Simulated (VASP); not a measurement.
# Yb2CdS4 (Fd-3m) in VASP: single point with PBEsol

Aim: the single point of Yb2CdS4 with PBEsol.

Everything below comes from runs of VASP 6.6.1. Logs are shortened: lines on timing, memory, paths and dates and some standing lists are left out, and cuts for length are marked.

### 1 The cell of the first run

The structure is cubic, space group Fd-3m (No. 227). Conventional cell: a = 10.985 Å, b = 10.985 Å, c = 10.985 Å, α = 90.00°, β = 90.00°, γ = 90.00°. Within 3.2 Å of S (site symmetry 3m) lie 1 Cd at 2.42 Å and 3 Yb at 2.72 Å. Within 3.6 Å of Yb (site symmetry -3m) lie 6 S at 2.72 Å. Cd (site symmetry -43m) has 4 S at 2.42 Å within 3.2 Å.

### 2 Single point, PBEsol

INCAR reads:

```
SYSTEM = Yb2CdS4
PREC     = Accurate       ! precision mode
ENCUT    = 520            ! plane-wave cutoff, eV
EDIFF    = 1E-6           ! SCF threshold, eV
ISMEAR   = -1             ! smearing method
SIGMA    = 0.1            ! smearing width, eV
LREAL    = .FALSE.        ! projectors in reciprocal space
LASPH    = .TRUE.         ! aspherical terms in the spheres
NELM     = 100            ! most SCF steps
ALGO     = Normal         ! electronic algorithm
ISIF     = 2              ! what is computed and relaxed
LWAVE    = .FALSE.        ! write WAVECAR
LCHARG   = .TRUE.         ! write CHGCAR
GGA      = PS             ! functional
LELF     = .TRUE.         ! ELF
LVHAR    = .TRUE.       
NBANDS   = 97             ! bands
```

KPOINTS reads:

```
Automatic mesh
0
G
  4 4 4
  0 0 0
```

POSCAR reads:

```
Yb2CdS4
1.0
    0.0000000000      5.4924150000      5.4924150000
    5.4924150000      0.0000000000      5.4924150000
    5.4924150000      5.4924150000      0.0000000000
S Yb Cd
8 4 2
Direct
    0.3770000000      0.3770000000      0.3770000000
    0.3810000000      0.8730000000      0.8730000000
    0.3770000000      0.3770000000      0.8690000000
    0.8730000000      0.3810000000      0.8730000000
    0.8690000000      0.3770000000      0.3770000000
    0.8730000000      0.8730000000      0.8730000000
    0.3770000000      0.8690000000      0.3770000000
    0.8730000000      0.8730000000      0.3810000000
    0.6250000000      0.6250000000      0.6250000000
    0.1250000000      0.6250000000      0.6250000000
    0.6250000000      0.6250000000      0.1250000000
    0.6250000000      0.1250000000      0.6250000000
    0.0000000000      0.0000000000      0.0000000000
    0.2500000000      0.2500000000      0.2500000000
```

Potentials or basis: VASP PAW PBE potentials, release 64 (S, Yb, Cd).

On the command line:

```bash
cat potpaw_PBE.64/S/POTCAR potpaw_PBE.64/Yb/POTCAR potpaw_PBE.64/Cd/POTCAR > POTCAR
mpirun -np 1 vasp_std > vasp.out
```

OUTCAR:

```text
SYSTEM = Yb2CdS4
   PREC = Accurate
   ENCUT = 520
   EDIFF = 1E-6
   ISMEAR = -1
   LREAL = .FALSE.
   LASPH = .TRUE.
   NELM = 100
   ISIF = 2
   GGA = PS

 ion  position               nearest neighbor table
   1  0.377  0.377  0.377-  14 2.42  11 2.72  12 2.72  10 2.72
   2  0.381  0.873  0.873-  13 2.42   9 2.72  12 2.72  11 2.72
   3  0.377  0.377  0.869-  14 2.42   9 2.72  12 2.72  10 2.72
   4  0.873  0.381  0.873-  13 2.42   9 2.72  11 2.72  10 2.72
   5  0.869  0.377  0.377-  14 2.42   9 2.72  12 2.72  11 2.72
   6  0.873  0.873  0.873-  13 2.42  11 2.72  12 2.72  10 2.72
   7  0.377  0.869  0.377-  14 2.42   9 2.72  11 2.72  10 2.72
   8  0.873  0.873  0.381-  13 2.42   9 2.72  12 2.72  10 2.72
   9  0.625  0.625  0.625-   2 2.72   3 2.72   4 2.72   5 2.72   7 2.72   8 2.72
  10  0.125  0.625  0.625-   1 2.72   6 2.72   4 2.72   3 2.72   7 2.72   8 2.72
  11  0.625  0.625  0.125-   1 2.72   6 2.72   4 2.72   5 2.72   2 2.72   7 2.72
  12  0.625  0.125  0.625-   1 2.72   6 2.72   3 2.72   5 2.72   2 2.72   8 2.72
  13  0.000  0.000  0.000-   2 2.42   4 2.42   8 2.42   6 2.42
  14  0.250  0.250  0.250-   3 2.42   5 2.42   7 2.42   1 2.42

  LATTYP: Found a face centered cubic cell.
 ALAT       =    10.9848300000

  Lattice vectors:

 A1 = (   0.0000000000,   5.4924150000,   5.4924150000)
 A2 = (   5.4924150000,   0.0000000000,   5.4924150000)
 A3 = (   5.4924150000,   5.4924150000,   0.0000000000)

Analysis of symmetry for initial positions (statically):
=====================================================================
 Subroutine PRICEL returns:
 Original cell was already a primitive cell.

 Routine SETGRP: Setting up the symmetry group for a
 face centered cubic supercell.

 Subroutine GETGRP returns: Found 48 space group operations
 (whereof 24 operations were pure point group operations)
 out of a pool of 48 trial point group operations.

The static configuration has the point symmetry T_d .
 The point group associated with its full space group is O_h .

Analysis of symmetry for dynamics (positions and initial velocities):
=====================================================================
 Subroutine PRICEL returns:
 Original cell was already a primitive cell.

 Routine SETGRP: Setting up the symmetry group for a
 face centered cubic supercell.

 Subroutine GETGRP returns: Found 48 space group operations
 (whereof 24 operations were pure point group operations)
 out of a pool of 48 trial point group operations.

The dynamic configuration has the point symmetry T_d .
 The point group associated with its full space group is O_h .

 Subroutine INISYM returns: Found 48 space group operations
 (whereof 24 operations are pure point group operations),
 and found     1 'primitive' translations

----------------------------------------------------------------------------------------

                                     Primitive cell

  volume of cell :     331.3752

  direct lattice vectors                    reciprocal lattice vectors
     0.000000000  5.492415000  5.492415000    -0.091034636  0.091034636  0.091034636
     5.492415000  0.000000000  5.492415000     0.091034636 -0.091034636  0.091034636
     5.492415000  5.492415000  0.000000000     0.091034636  0.091034636 -0.091034636

  length of vectors
     7.767447783  7.767447783  7.767447783     0.157676615  0.157676615  0.157676615

  position of ions in fractional coordinates (direct lattice)
     0.377000000  0.377000000  0.377000000
     0.381000000  0.873000000  0.873000000
     0.377000000  0.377000000  0.869000000
     0.873000000  0.381000000  0.873000000
     0.869000000  0.377000000  0.377000000
     0.873000000  0.873000000  0.873000000
     0.377000000  0.869000000  0.377000000
     0.873000000  0.873000000  0.381000000
     0.625000000  0.625000000  0.625000000
     0.125000000  0.625000000  0.625000000
     0.625000000  0.625000000  0.125000000
     0.625000000  0.125000000  0.625000000
     0.000000000  0.000000000  0.000000000
     0.250000000  0.250000000  0.250000000

  ion indices of the primitive-cell ions
   primitive index   ion index
                 1           1
                 2           2
                 3           3
                 4           4
                 5           5
                 6           6
                 7           7
                 8           8
                 9           9
                10          10
                11          11
                12          12
                13          13
                14          14

----------------------------------------------------------------------------------------

 KPOINTS: Automatic mesh

Automatic generation of k-mesh.
 Grid dimensions read from file:
 generate k-points for:    4    4    4

 Generating k-lattice:

  Cartesian coordinates                     Fractional coordinates (reciprocal lattice)
    -0.022758659  0.022758659  0.022758659     0.250000000  0.000000000  0.000000000
     0.022758659 -0.022758659  0.022758659     0.000000000  0.250000000  0.000000000
     0.022758659  0.022758659 -0.022758659     0.000000000  0.000000000  0.250000000

  Length of vectors
     0.039419154  0.039419154  0.039419154

  Shift w.r.t. Gamma in fractional coordinates (k-lattice)
     0.000000000  0.000000000  0.000000000

 Subroutine IBZKPT returns following result:
 ===========================================

 Found      8 irreducible k-points:

 Following reciprocal coordinates:
            Coordinates               Weight
  0.000000  0.000000  0.000000      1.000000
  0.250000  0.000000  0.000000      8.000000
  0.500000  0.000000  0.000000      4.000000
  0.250000  0.250000  0.000000      6.000000
  0.500000  0.250000  0.000000     24.000000
 -0.250000  0.250000  0.000000     12.000000
  0.500000  0.500000  0.000000      3.000000
 -0.250000  0.500000  0.250000      6.000000
   k-points           NKPTS =      8   k-points in BZ     NKDIM =      8   number of bands    NBANDS=     97
   number of dos      NEDOS =    301   number of ions     NIONS =     14
   total plane-waves  NPLWV = 216000
   dimension x,y,z NGX =    60 NGY =   60 NGZ =   60
   dimension x,y,z NGXF=   120 NGYF=  120 NGZF=  120
   ions per type =               8   4   2
   NGX,Y,Z   is equivalent  to a cutoff of  12.84, 12.84, 12.84 a.u.
   NGXF,Y,Z  is equivalent  to a cutoff of  25.68, 25.68, 25.68 a.u.
 SYSTEM =  Yb2CdS4
   PREC   = accura    normal or accurate (medium, high low for compatibility)
   ISTART =      0    job   : 0-new  1-cont  2-samecut
   ICHARG =      2    charge: 1-file 2-atom 10-const
   ISPIN  =      1    spin polarized calculation?
   LNONCOLLINEAR =      F non collinear calculations
   LSORBIT =      F    spin-orbit coupling
   LASPH  =      T    aspherical Exc in radial PAW
   ENCUT  =  520.0 eV  38.22 Ry    6.18 a.u.  14.44 14.44 14.44*2*pi/ulx,y,z
   NELM   =    100;   NELMIN=  2; NELMDL= -5     # of ELM steps
   EDIFF  = 0.1E-05   stopping-criterion for ELM
   LREAL  =      F    real-space projection
   EDIFFG = 0.1E-04   stopping-criterion for IOM
   NSW    =      0    number of steps for IOM
   IBRION =     -1    ionic relax: 0-MD 1-quasi-New 2-CG
   NFREE  =      0    steps in history (QN), initial steepest desc. (CG)
   ISIF   =      2    stress and relaxation
   ISYM   =      2    0-nonsym 1-usesym 2-fastsym
   POTIM  = 0.5000    time-step for ionic-motion
   TEBEG  =    0.0;   TEEND  =   0.0 temperature during run
   PSTRESS=    0.0 pullay stress
   NELECT =     168.0000    total number of electrons
   NUPDOWN=      -1.0000    fix difference up-down
   EMIN   =  10.00;   EMAX   =-10.00  energy-range for DOS
   EFERMI =   0.00;   METHOD = LEGACY
   ISMEAR =    -1;   SIGMA  =   0.10  broadening in eV -4-tet -1-fermi 0-gaus
   EFERMI_NEDOS =   21; number of points for ismear=-14 and -15
   IALGO  =     38    algorithm
   IMIX   =      4    mixing-type and parameters
     AMIX     =   0.40;   BMIX     =  1.00
     AMIX_MAG =   1.60;   BMIX_MAG =  1.00
  volume/ion in A,a.u.               =      23.67       159.73
  Fermi-wavevector in a.u.,A,eV,Ry     =   1.305383  2.466816 23.184661  1.704024
  Thomas-Fermi vector in A             =   2.436256
   LORBIT       =      0    0 simple, 1 ext, 2 COOP (PROOUT), +10 PAW based schemes
   GGA     = PS    functional components
   LHFCALC =     F    Hartree Fock is set to
   AEXX    =    0.0000 exact exchange contribution
   IVDW    =     0    specifies the selected vdW correction
   LEPSILON=     F    determine dielectric tensor
   LRPA    =     F    only Hartree local field effects (RPA)
 non-spin polarized calculation
  energy-cutoff  :      520.00
  volume of cell :      331.38
 maximum number of plane-waves:      8964
 NGX is ok and might be reduce to    60
   NGX = 29   NGY = 29   NGZ = 29

 number of electron     167.9999990 magnetization

 Free energy of the ion-electron system (eV)
  ---------------------------------------------------
  ext. energy  EPLUGINS =         0.00000000
  ---------------------------------------------------
  free energy    TOTEN  =       -72.31617331 eV

  energy without entropy =      -71.56622379  energy(sigma->0) =      -71.94119855

 E-fermi :   1.7973     XC(G=0):  -9.8873

 val. band max:        1.7662010046   @ k =  -0.2500   0.2500   0.0000
 cond. band min:       1.8665846258   @ k =   0.5000   0.2500   0.0000
 fundamental gap:      0.1003836212
 Fermi energy:         1.7972785115

 k-point     1 :       0.0000    0.0000    0.0000
  band No.  band energies     occupation
      1     -49.2038      2.00000
      2     -49.1978      2.00000
      3     -49.1978      2.00000
      4     -49.1978      2.00000
      5     -21.5663      2.00000
      6     -21.4409      2.00000
[... 781 lines left out ...]
     95       7.2378      0.00000
     96       7.2401      0.00000
 [bands above 96 left out]

------------------------ aborting loop because EDIFF is reached ----------------------------------------

  FORCE on cell =-STRESS in cart. coord.  units (eV):
  Direction    XX          YY          ZZ          XY          YZ          ZX
  --------------------------------------------------------------------------------------
  -------------------------------------------------------------------------------------
  Total        1.0566341      1.0566341      1.0566341      0.0000000      0.0000000      0.0000000
  in kB        5.1087561      5.1087561      5.1087561      0.0000000      0.0000000      0.0000000
  external PRESSURE =       5.1087561 kB  Pullay stress =       0.0000000 kB

 VOLUME and BASIS-vectors are now :
 -----------------------------------------------------------------------------
  energy-cutoff  :      520.00
  volume of cell :      331.38
      direct lattice vectors                 reciprocal lattice vectors
     0.000000000  5.492415000  5.492415000    -0.091034636  0.091034636  0.091034636
     5.492415000  0.000000000  5.492415000     0.091034636 -0.091034636  0.091034636
     5.492415000  5.492415000  0.000000000     0.091034636  0.091034636 -0.091034636

 POSITION                                       TOTAL-FORCE (eV/Angst)
 -----------------------------------------------------------------------------------
      4.14128      4.14128      4.14128         0.756607      0.756607      0.756607
      9.58976      6.88749      6.88749        -0.756607      0.756607      0.756607
      6.84355      6.84355      4.14128        -0.756607     -0.756607      0.756607
      6.88749      9.58976      6.88749         0.756607     -0.756607      0.756607
      4.14128      6.84355      6.84355         0.756607     -0.756607     -0.756607
      9.58976      9.58976      9.58976        -0.756607     -0.756607     -0.756607
      6.84355      4.14128      6.84355        -0.756607      0.756607     -0.756607
      6.88749      6.88749      9.58976         0.756607      0.756607     -0.756607
      6.86552      6.86552      6.86552        -0.000000     -0.000000     -0.000000
      6.86552      4.11931      4.11931        -0.000000     -0.000000     -0.000000
      4.11931      4.11931      6.86552        -0.000000     -0.000000     -0.000000
      4.11931      6.86552      4.11931        -0.000000     -0.000000     -0.000000
      0.00000      0.00000      0.00000        -0.000000     -0.000000     -0.000000
      2.74621      2.74621      2.74621        -0.000000     -0.000000     -0.000000
 -----------------------------------------------------------------------------------
    total drift:                                0.000000     -0.000000      0.000000

  FREE ENERGIE OF THE ION-ELECTRON SYSTEM (eV)
  ---------------------------------------------------
  free  energy   TOTEN  =       -72.3161733107 eV

  energy  without entropy=      -71.5662237944  energy(sigma->0) =      -71.94119855
```

It took 39 min on 1 thread of AMD EPYC 7R43 (Zen 3), shared host; peak memory 0.56 GiB.

Results:

- Free energy: -72.3162 eV
- Pressure: 0.5 GPa
- Largest force: 1.310 eV/Å
- Band gap on the k mesh: zero (bands 84 and 85 overlap by 0.61 eV)

Forces on the atoms (eV/Å):
```
S    0.757  0.757  0.757
S   -0.757  0.757  0.757
S   -0.757 -0.757  0.757
S    0.757 -0.757  0.757
S    0.757 -0.757 -0.757
S   -0.757 -0.757 -0.757
S   -0.757  0.757 -0.757
S    0.757  0.757 -0.757
Yb   0.000  0.000  0.000
Yb   0.000  0.000  0.000
Yb   0.000  0.000  0.000
Yb   0.000  0.000  0.000
Cd   0.000  0.000  0.000
Cd   0.000  0.000  0.000
```

Caveat: the PAW data sets were made with another functional, which shifts forces and pressure a little; spin-orbit coupling is left out, which moves the levels of the heavy elements.
